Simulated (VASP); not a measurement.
# InAs (F-43m) in VASP: a series of runs

InAs is run at these levels: PBE0, r2SCAN0; tasks: single point.

All numbers are computed with VASP 6.6.1; they aren't measurements. Logs are shortened: lines on timing, memory, paths and dates and some standing lists are left out, and cuts for length are marked.

**1. The cell of the first run**

Symmetry: F-43m, No. 216, cubic system. The conventional cell has a = 5.995 Å, b = 5.995 Å, c = 5.995 Å, α = 90.00°, β = 90.00°, γ = 90.00°. Within 3.4 Å of In (site symmetry -43m) lie 4 As at 2.60 Å. As (site symmetry -43m) has 4 In at 2.60 Å within 3.4 Å.

**2. Single point, PBE0**

Input file POSCAR:

```
InAs
1.0
    0.0000000000      2.9977443561      2.9977443561
    2.9977443561      0.0000000000      2.9977443561
    2.9977443561      2.9977443561      0.0000000000
In As
1 1
Direct
    0.0000000000      0.0000000000      0.0000000000
    0.7500000000      0.7500000000      0.7500000000
```

Input file INCAR.step1:

```
SYSTEM = InAs
PREC = Accurate
ENCUT = 520
EDIFF = 1E-5
ISMEAR = -1
SIGMA = 0.05
LREAL = .FALSE.
LASPH = .TRUE.
NELM = 100
ALGO = Normal
ISIF = 2
LWAVE = .TRUE.
NBANDS = 16
GGA = PE
```

Input file INCAR.step2:

```
SYSTEM = InAs
PREC = Accurate
ENCUT = 520
EDIFF = 1E-6
ISMEAR = -1
SIGMA = 0.05
LREAL = .FALSE.
LASPH = .TRUE.
NELM = 100
ALGO = Normal
ISIF = 2
LWAVE = .FALSE.
LCHARG = .TRUE.
GGA = PE
LHFCALC = .TRUE.
AEXX = 0.25
PRECFOCK = Normal
LELF = .TRUE.
LVHAR = .TRUE.
NBANDS = 16
ISTART = 1
```

Input file KPOINTS:

```
regular mesh
0
G
  4 4 4
  0 0 0
```

Potentials or basis: VASP PAW PBE potentials, release 64 (In_d, As).

Started as:

```sh
cat potpaw_PBE.64/In_d/POTCAR potpaw_PBE.64/As/POTCAR > POTCAR
cp INCAR.step1 INCAR
mpirun -np 1 vasp_std > vasp.out
cp INCAR.step2 INCAR
mpirun -np 1 vasp_std > vasp.out
```

OUTCAR:

```text
SYSTEM = InAs
   PREC = Accurate
   ENCUT = 520
   EDIFF = 1E-6
   ISMEAR = -1
   LREAL = .FALSE.
   LASPH = .TRUE.
   NELM = 100
   ISIF = 2
   GGA = PE
   LHFCALC = .TRUE.
   AEXX = 0.25
   PRECFOCK = Normal
   ISTART = 1

 ion  position               nearest neighbor table
   1  0.000  0.000  0.000-   2 2.60   2 2.60   2 2.60   2 2.60
   2  0.750  0.750  0.750-   1 2.60   1 2.60   1 2.60   1 2.60

  LATTYP: Found a face centered cubic cell.
 ALAT       =     5.9954887122

  Lattice vectors:

 A1 = (   0.0000000000,   2.9977443561,   2.9977443561)
 A2 = (   2.9977443561,   0.0000000000,   2.9977443561)
 A3 = (   2.9977443561,   2.9977443561,   0.0000000000)

Analysis of symmetry for initial positions (statically):
=====================================================================
 Subroutine PRICEL returns:
 Original cell was already a primitive cell.

 Routine SETGRP: Setting up the symmetry group for a
 face centered cubic supercell.

 Subroutine GETGRP returns: Found 24 space group operations
 (whereof 24 operations were pure point group operations)
 out of a pool of 48 trial point group operations.

The static configuration has the point symmetry T_d .

Analysis of symmetry for dynamics (positions and initial velocities):
=====================================================================
 Subroutine PRICEL returns:
 Original cell was already a primitive cell.

 Routine SETGRP: Setting up the symmetry group for a
 face centered cubic supercell.

 Subroutine GETGRP returns: Found 24 space group operations
 (whereof 24 operations were pure point group operations)
 out of a pool of 48 trial point group operations.

The dynamic configuration has the point symmetry T_d .

 Subroutine INISYM returns: Found 24 space group operations
 (whereof 24 operations are pure point group operations),
 and found     1 'primitive' translations

----------------------------------------------------------------------------------------

                                     Primitive cell

  volume of cell :      53.8783

  direct lattice vectors                    reciprocal lattice vectors
     0.000000000  2.997744356  2.997744356    -0.166792075  0.166792075  0.166792075
     2.997744356  0.000000000  2.997744356     0.166792075 -0.166792075  0.166792075
     2.997744356  2.997744356  0.000000000     0.166792075  0.166792075 -0.166792075

  length of vectors
     4.239450725  4.239450725  4.239450725     0.288892347  0.288892347  0.288892347

  position of ions in fractional coordinates (direct lattice)
     0.000000000  0.000000000  0.000000000
     0.750000000  0.750000000  0.750000000

  ion indices of the primitive-cell ions
   primitive index   ion index
                 1           1
                 2           2

----------------------------------------------------------------------------------------

 KPOINTS: regular mesh

Automatic generation of k-mesh.
 Grid dimensions read from file:
 generate k-points for:    4    4    4

 Generating k-lattice:

  Cartesian coordinates                     Fractional coordinates (reciprocal lattice)
    -0.041698019  0.041698019  0.041698019     0.250000000  0.000000000  0.000000000
     0.041698019 -0.041698019  0.041698019     0.000000000  0.250000000  0.000000000
     0.041698019  0.041698019 -0.041698019     0.000000000  0.000000000  0.250000000

  Length of vectors
     0.072223087  0.072223087  0.072223087

  Shift w.r.t. Gamma in fractional coordinates (k-lattice)
     0.000000000  0.000000000  0.000000000

 Subroutine IBZKPT returns following result:
 ===========================================

 Found      8 irreducible k-points:

 Following reciprocal coordinates:
            Coordinates               Weight
  0.000000  0.000000  0.000000      1.000000
  0.250000  0.000000  0.000000      8.000000
  0.500000  0.000000  0.000000      4.000000
  0.250000  0.250000  0.000000      6.000000
  0.500000  0.250000  0.000000     24.000000
 -0.250000  0.250000  0.000000     12.000000
  0.500000  0.500000  0.000000      3.000000
 -0.250000  0.500000  0.250000      6.000000
   k-points           NKPTS =      8   k-points in BZ     NKDIM =     64   number of bands    NBANDS=     16
   number of dos      NEDOS =    301   number of ions     NIONS =      2
   total plane-waves  NPLWV =  32768
   dimension x,y,z NGX =    32 NGY =   32 NGZ =   32
   dimension x,y,z NGXF=    64 NGYF=   64 NGZF=   64
   ions per type =               1   1
   NGX,Y,Z   is equivalent  to a cutoff of  12.55, 12.55, 12.55 a.u.
   NGXF,Y,Z  is equivalent  to a cutoff of  25.10, 25.10, 25.10 a.u.
 SYSTEM =  InAs
   PREC   = accura    normal or accurate (medium, high low for compatibility)
   ISTART =      1    job   : 0-new  1-cont  2-samecut
   ICHARG =      0    charge: 1-file 2-atom 10-const
   ISPIN  =      1    spin polarized calculation?
   LNONCOLLINEAR =      F non collinear calculations
   LSORBIT =      F    spin-orbit coupling
   LASPH  =      T    aspherical Exc in radial PAW
   ENCUT  =  520.0 eV  38.22 Ry    6.18 a.u.   7.88  7.88  7.88*2*pi/ulx,y,z
   NELM   =    100;   NELMIN=  2; NELMDL=  0     # of ELM steps
   EDIFF  = 0.1E-05   stopping-criterion for ELM
   LREAL  =      F    real-space projection
   EDIFFG = 0.1E-04   stopping-criterion for IOM
   NSW    =      0    number of steps for IOM
   IBRION =     -1    ionic relax: 0-MD 1-quasi-New 2-CG
   NFREE  =      0    steps in history (QN), initial steepest desc. (CG)
   ISIF   =      2    stress and relaxation
   ISYM   =      3    0-nonsym 1-usesym 2-fastsym
   POTIM  = 0.5000    time-step for ionic-motion
   TEBEG  =    0.0;   TEEND  =   0.0 temperature during run
   PSTRESS=    0.0 pullay stress
   NELECT =      18.0000    total number of electrons
   NUPDOWN=      -1.0000    fix difference up-down
   EMIN   =  10.00;   EMAX   =-10.00  energy-range for DOS
   EFERMI =   0.00;   METHOD = LEGACY
   ISMEAR =    -1;   SIGMA  =   0.05  broadening in eV -4-tet -1-fermi 0-gaus
   EFERMI_NEDOS =   21; number of points for ismear=-14 and -15
   IALGO  =     38    algorithm
   IMIX   =      1    mixing-type and parameters
     AMIX     =   0.40;   BMIX     =  1.00
     AMIX_MAG =   1.60;   BMIX_MAG =  1.00
  volume/ion in A,a.u.               =      26.94       181.79
  Fermi-wavevector in a.u.,A,eV,Ry     =   1.135955  2.146643 17.556869  1.290393
  Thomas-Fermi vector in A             =   2.272660
   LORBIT       =      0    0 simple, 1 ext, 2 COOP (PROOUT), +10 PAW based schemes
   GGA     = PE    functional components
   LHFCALC =     T    Hartree Fock is set to
   PRECFOCK=normal    Normal, Fast or Accurate (Low or Medium for compatibility)
   ENCUT4O =  -1.0   cutoff for four orbital integrals eV
   NKREDX  =     1    reduce k-point grid by
   NKREDY  =     1    reduce k-point grid by
   NKREDZ  =     1    reduce k-point grid by
   AEXX    =    0.2500 exact exchange contribution
   HFSCREEN=    0.0000 screening length (either q_TF or 0.3 A-1)
   HFSCREENC=   0.0000 screening length for correlation (either q_TF or 0.3 A-1)
   ENCUTFOCK=  -1.0 apply spherical cutoff to Coloumb kernel
   IVDW    =     0    specifies the selected vdW correction
   LEPSILON=     F    determine dielectric tensor
   LRPA    =     F    only Hartree local field effects (RPA)
 non-spin polarized calculation
  energy-cutoff  :      520.00
  volume of cell :       53.88
 maximum number of plane-waves:      1475
  NGX = 24; NGY = 24; NGZ = 24

 number of electron      17.9999998 magnetization

 Free energy of the ion-electron system (eV)
  ---------------------------------------------------
  ext. energy  EPLUGINS =         0.00000000
  ---------------------------------------------------
  free energy    TOTEN  =        -9.99892599 eV

  energy without entropy =       -9.99892593  energy(sigma->0) =       -9.99892596

 E-fermi :   4.7478     XC(G=0):  -7.2746

 val. band max:        4.0066802512   @ k =   0.0000   0.0000   0.0000
 cond. band min:       5.4339364161   @ k =   0.0000   0.0000   0.0000
 fundamental gap:      1.4272561649
 Fermi energy:         4.7478444279

 k-point     1 :       0.0000    0.0000    0.0000
  band No.  band energies     occupation
      1     -12.2406      2.00000
      2     -12.2406      2.00000
      3     -12.2406      2.00000
      4     -12.0962      2.00000
      5     -12.0962      2.00000
      6      -9.2551      2.00000
[... 8 lines left out ...]
     15      15.4431      0.00000
     16      15.4431      0.00000

 k-point     2 :       0.2500    0.0000    0.0000
  band No.  band energies     occupation
      1     -12.3055      2.00000
      2     -12.2202      2.00000
      3     -12.2202      2.00000
      4     -12.0953      2.00000
      5     -12.0953      2.00000
      6      -8.5655      2.00000
[... 8 lines left out ...]
     15      14.2231      0.00000
     16      14.2231      0.00000

 k-point     3 :       0.5000    0.0000    0.0000
  band No.  band energies     occupation
      1     -12.3642      2.00000
      2     -12.2053      2.00000
      3     -12.2053      2.00000
      4     -12.0885      2.00000
      5     -12.0885      2.00000
      6      -7.5508      2.00000
[... 8 lines left out ...]
     15      16.6918      0.00000
     16      16.6918      0.00000

 k-point     4 :       0.2500    0.2500    0.0000
  band No.  band energies     occupation
      1     -12.3437      2.00000
      2     -12.1967      2.00000
      3     -12.1967      2.00000
      4     -12.1154      2.00000
      5     -12.0846      2.00000
      6      -8.3364      2.00000
[... 8 lines left out ...]
     15      16.1468      0.00000
     16      17.0458      0.00000

 k-point     5 :       0.5000    0.2500    0.0000
  band No.  band energies     occupation
      1     -12.3892      2.00000
      2     -12.1851      2.00000
      3     -12.1761      2.00000
      4     -12.1139      2.00000
      5     -12.0829      2.00000
      6      -7.2860      2.00000
[... 8 lines left out ...]
     15      16.9592      0.00000
     16      17.4220      0.00000

 k-point     6 :      -0.2500    0.2500    0.0000
  band No.  band energies     occupation
      1     -12.3619      2.00000
      2     -12.1979      2.00000
      3     -12.1950      2.00000
      4     -12.0989      2.00000
      5     -12.0944      2.00000
      6      -7.6578      2.00000
[... 8 lines left out ...]
     15      15.7319      0.00000
     16      17.5282      0.00000

 k-point     7 :       0.5000    0.5000    0.0000
  band No.  band energies     occupation
      1     -12.4276      2.00000
      2     -12.1507      2.00000
      3     -12.1507      2.00000
      4     -12.1388      2.00000
      5     -12.0728      2.00000
      6      -6.9117      2.00000
[... 8 lines left out ...]
     15      17.3815      0.00000
     16      18.1426      0.00000

 k-point     8 :      -0.2500    0.5000    0.2500
  band No.  band energies     occupation
      1     -12.4021      2.00000
      2     -12.1847      2.00000
      3     -12.1583      2.00000
      4     -12.1139      2.00000
      5     -12.0881      2.00000
      6      -6.8509      2.00000
[... 8 lines left out ...]
     15      17.7128      0.00000
     16      17.7430      0.00000

------------------------ aborting loop because EDIFF is reached ----------------------------------------

  FORCE on cell =-STRESS in cart. coord.  units (eV):
  Direction    XX          YY          ZZ          XY          YZ          ZX
  --------------------------------------------------------------------------------------
  -------------------------------------------------------------------------------------
  Total        1.1477340      1.1477340      1.1477340      0.0000000      0.0000000      0.0000000
  in kB       34.1301401     34.1301401     34.1301401      0.0000000      0.0000000      0.0000000
  external PRESSURE =      34.1301401 kB  Pullay stress =       0.0000000 kB

 VOLUME and BASIS-vectors are now :
 -----------------------------------------------------------------------------
  energy-cutoff  :      520.00
  volume of cell :       53.88
      direct lattice vectors                 reciprocal lattice vectors
     0.000000000  2.997744356  2.997744356    -0.166792075  0.166792075  0.166792075
     2.997744356  0.000000000  2.997744356     0.166792075 -0.166792075  0.166792075
     2.997744356  2.997744356  0.000000000     0.166792075  0.166792075 -0.166792075

 POSITION                                       TOTAL-FORCE (eV/Angst)
 -----------------------------------------------------------------------------------
      0.00000      0.00000      0.00000        -0.000000     -0.000000     -0.000000
      4.49662      4.49662      4.49662         0.000000      0.000000      0.000000
 -----------------------------------------------------------------------------------
    total drift:                               -0.000031     -0.000044     -0.000031

  FREE ENERGIE OF THE ION-ELECTRON SYSTEM (eV)
  ---------------------------------------------------
  free  energy   TOTEN  =        -9.9989259853 eV

  energy  without entropy=       -9.9989259329  energy(sigma->0) =       -9.99892596
```

Wall time 5.4 min (1 thread of Intel Xeon Platinum 8488C (Sapphire Rapids), shared host); peak memory 0.18 GiB.

Results:

- Free energy: -9.9989 eV
- Pressure: 3.4 GPa
- Band gap on the k mesh: 1.43 eV

Caveat: the k points lie up to 0.45 Å⁻¹ apart; the PAW data sets were made with another functional, which shifts forces and pressure a little; spin-orbit coupling is left out, which moves the levels of the heavy elements.

(Part 1 of 2 ends here.)
